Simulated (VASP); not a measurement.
Input of a VASP 6.6.1 run:

INCAR

```
ALGO = Normal ; DIPOL = 0.5 0.5 0.354
EDIFF = 1E-6 ; ENCUT = 520
GGA = PE ; IDIPOL = 3
ISIF = 2 ; ISMEAR = 0
LASPH = True ; LCHARG = False
LDIPOL = True ; LREAL = False
LWAVE = False ; NBANDS = 35
NELM = 60 ; PREC = Accurate
SIGMA = 0.1
```

KPOINTS

```
k-points
0
Gamma
  8 8 1
```

POSCAR

```
Ti4O
1.0
    3.2553359278      0.0000000000      0.0000000000
    0.0000000000      3.2553359278      0.0000000000
    0.0000000000      0.0000000000     20.1793674396
Ti O
4 1
Direct
    0.5000000000      0.5000000000      0.1982222690
    0.0000000000      0.0000000000      0.2788822782
    0.5000000000      0.5000000000      0.3551865237
    0.0000000000      0.0000000000      0.4301109767
    0.1250000000      0.1250000000      0.5054851125
```

Potentials or basis: VASP PAW PBE potentials, release 64 (Ti_sv, O).

Run with:

```bash
$ cat potpaw_PBE.64/Ti_sv/POTCAR potpaw_PBE.64/O/POTCAR > POTCAR
$ mpirun -np 1 vasp_std > vasp.out
```

(1) Predict the band gap on the k mesh.

(2) Estimate the largest force.

Answers

(1) zero (band 27 reaches -0.68 eV, above the bottom of band 28 at -1.28 eV).

(2) 1.708 eV/Å.
